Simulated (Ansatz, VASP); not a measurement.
## Sb: VASP beside Ansatz

```xyz
2
Lattice="3.1014 0.0000 0.0000 0.0000 4.3183 0.0000 -0.0387 0.0000 4.3763" Properties=species:S:1:pos:R:3 pbc="T T T"
Sb    0.0260    1.0796    1.0554
Sb    3.0368    3.2388    3.3209
```

Alike in both runs: task single point; functional LDA; k mesh 9 × 6 × 6; occupations fermi-dirac, width 0.05 eV; no spin polarisation.

|  | VASP | Ansatz |
| --- | --- | --- |
| version | VASP 6.6.1 | Ansatz 0.2.0 |
| potentials or method | VASP PAW LDA potentials, release 64 (Sb) | Ansatz PAW |
| plane-wave cutoff (eV) | 520 | 420 |
| valence electrons in the cell | 10 | 30 |

Ansatz gave:

| Quantity | Value |
| --- | --- |
| gap on the k mesh at the Fermi level (eV) | none |
| pressure (GPa) | -2.3 |
| traceless stress, the component that is largest in VASP (GPa) | -0.28 |
| rms of the force components (eV/Å) | 0.030 |

Question: Estimate VASP's values.

Answer: gap on the k mesh at the Fermi level (eV): none; pressure (GPa): -2.1; traceless stress, the component that is largest in VASP (GPa): -0.27; rms of the force components (eV/Å): 0.037.

LDA's correlation is that of Perdew and Zunger in VASP and of Perdew and Wang (1992) in Ansatz. Atom by atom the forces differ by 0.009 eV/Å (rms over components). A gap of «none» marks a metal or a gap that the smearing closes. VASP's potentials hold 10 valence electrons a cell and Ansatz's 30, so a difference there can come from the potentials and not from the codes.

Spin-orbit coupling is off throughout.
